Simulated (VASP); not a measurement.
A run of VASP 6.6.1 is set up as follows.

Contents of INCAR:

```
SYSTEM = EuS
PREC = Accurate
ENCUT = 600
EDIFF = 1E-6
ISMEAR = 0
SIGMA = 0.05
LREAL = .False.
LASPH = .True.
NELM = 200
ALGO = Normal
ISIF = 2
LWAVE = .False.
LCHARG = .False.
ISPIN = 2
MAGMOM = 7 0
LORBIT = 11
LMAXMIX = 6
LDAU = .True.
LDAUTYPE = 2
LDAUL = 3 -1
LDAUU = 6 0
LDAUJ = 0 0
LDAUPRINT = 1
GGA = PS
NBANDS = 22
GGA_COMPAT = .False.
```

Contents of KPOINTS:

```
Automatic mesh
0
Gamma
  8 8 8
  0 0 0
```

POSCAR

```
EuS
1.0
    0.0000000000      2.9785018670      2.9785018670
    2.9785018670      0.0000000000      2.9785018670
    2.9785018670      2.9785018670      0.0000000000
Eu S
1 1
Direct
    0.5000000000      0.5000000000      0.5000000000
    0.0000000000      0.0000000000      0.0000000000
```

Potentials or basis: VASP PAW PBE potentials, release 64 (Eu, S).

The run is started by

```console
$ cat potpaw_PBE.64/Eu/POTCAR potpaw_PBE.64/S/POTCAR > POTCAR
$ mpirun -np 1 vasp_std > vasp.out
```

Question: Predict the site moments.

Answer: Eu +6.73; S -0.06 μB.

Question: Estimate the pressure.

Answer: -1.8 GPa.

Eigenvalues of the final occupation matrices:
| site | spin | trace | eigenvalues |
| --- | --- | --- | --- |
| site 1 f | 1 | 6.82 | 0.97 0.97 0.97 0.97 0.98 0.98 0.98 |
| site 1 f | 2 | 0.01 | 0.00 0.00 0.00 0.00 0.00 0.00 0.00 |

Caveat: the PAW data sets were made with another functional, which shifts forces and pressure a little; spin-orbit coupling is left out, which moves the levels of the heavy elements; a cell with one magnetic atom can't hold antiferromagnetic order, which such compounds often take. The state reached can hang on the start; a lower one may exist.
